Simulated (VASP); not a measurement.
Input of a VASP 6.6.1 run:

The input INCAR:

```
SYSTEM = BAs
PREC = Accurate
ENCUT = 420
EDIFF = 1E-6
ISMEAR = 0
SIGMA = 0.03
LREAL = .FALSE.
LASPH = .TRUE.
NELM = 120
ALGO = Normal
ISIF = 2
LWAVE = .FALSE.
LCHARG = .FALSE.
LDIPOL = .TRUE.
IDIPOL = 3
DIPOL = 0.5 0.5 0.294
GGA = PE
NBANDS = 11
GGA_COMPAT = .FALSE.
NELMDL = -8
```

The input KPOINTS:

```
regular mesh
0
G
  12 12 1
  0 0 0
```

File POSCAR:

```
BAs
1.0
    3.3842336254      0.0000000000      0.0000000000
   -1.6921168127      2.9308322920      0.0000000000
    0.0000000000      0.0000000000     23.8000000000
B As
1 1
Direct
    0.3333333333      0.6666666667      0.2941176471
    0.6666666667      0.3333333333      0.2941176471
```

Potentials or basis: VASP PAW PBE potentials, release 64 (B, As).

Command:

```console
$ cat potpaw_PBE.64/B/POTCAR potpaw_PBE.64/As/POTCAR > POTCAR
$ mpirun -np 1 vasp_std > vasp.out
```

Question: Estimate the band gap on the k mesh.

Answer: 0.75 eV.
